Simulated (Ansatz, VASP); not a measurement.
ZnCo in VASP and in Ansatz

The input INCAR:

```
SYSTEM = ZnCo
PREC     = Accurate       ! precision mode
ENCUT    = 600            ! plane-wave cutoff, eV
EDIFF    = 1E-6           ! SCF threshold, eV
ISMEAR   = -1             ! smearing method
SIGMA    = 0.1            ! smearing width, eV
LREAL    = .False.        ! projectors in reciprocal space
LASPH    = .True.         ! aspherical terms in the spheres
NELM     = 200            ! most SCF steps
ALGO     = Normal         ! electronic algorithm
ISIF     = 2              ! what is computed and relaxed
LWAVE    = .False.        ! write WAVECAR
LCHARG   = .True.         ! write CHGCAR
ISPIN    = 2              ! spin polarisation
MAGMOM   = 0 2            ! initial moments
LORBIT   = 11             ! projections on sites
LMAXMIX  = 4              ! l up to which the mixer works
GGA      = CA             ! functional
LELF     = .True.         ! ELF
LVHAR    = .True.       
NBANDS   = 26             ! bands
GGA_COMPAT= .False.
```

The input KPOINTS:

```
regular mesh
0
Gamma
  14 14 8
  0 0 0
```

POSCAR

```
ZnCo
1.0
    2.6072238118      0.0000000000      0.0000000000
   -1.3036119059      2.2579220543      0.0000000000
    0.0000000000      0.0000000000      4.1716830000
Zn Co
1 1
Direct
    0.6666666667      0.3333333333      0.0000000000
    0.0000000000      0.0000000000      0.5000000000
```

Input for Ansatz:

```yaml
crystal:
  lattice:
    - [2.6072238118, 0.0, 0.0]
    - [-1.3036119059, 2.2579220543, 0.0]
    - [0.0, 0.0, 4.171683]
  atoms:
    - { symbol: Zn, position: [0.6666666667, 0.3333333333, 0.0] }
    - { symbol: Co, position: [0.0, 0.0, 0.5], spin: 2.0 }
magnetization:
  spin_polarized: true
kpoints:
  mp_grid: { grid: [14, 14, 8] }
scf:
  occupations: { method: fermi_dirac, width: 0.1 }
  lower_state_search: "off"
hamiltonian:
  xc: lda
  pseudopotentials: { kind: paw }
output:
  forces: true
  stress: true
  eigenvalues: true
  populations: true
```

Alike in both runs: task single point; functional LDA; k mesh 14 × 14 × 8; occupations fermi-dirac, width 0.1 eV; collinear spin.

|  | VASP | Ansatz |
| --- | --- | --- |
| version | VASP 6.6.1 | Ansatz 0.2.0 |
| potentials or method | VASP PAW LDA potentials, release 64 (Zn, Co_sv) | PAW with Ansatz's default frozen-core files, scalar-relativistic |
| plane-wave cutoff (eV) | 600 | 420 |
| valence electrons in the cell | 29 | 29 |

|  | VASP | Ansatz | Ansatz less VASP |
| --- | --- | --- | --- |
| net moment per atom (μB) | 0.57 | 0.61 | +0.039 |
| size of the moment on the site where the two differ most (μB) | 1.19 | 1.29 | +0.106 |

LDA's correlation is that of Perdew and Zunger in VASP and of Perdew and Wang (1992) in Ansatz. Site moments also hang on the region over which each program counts them.
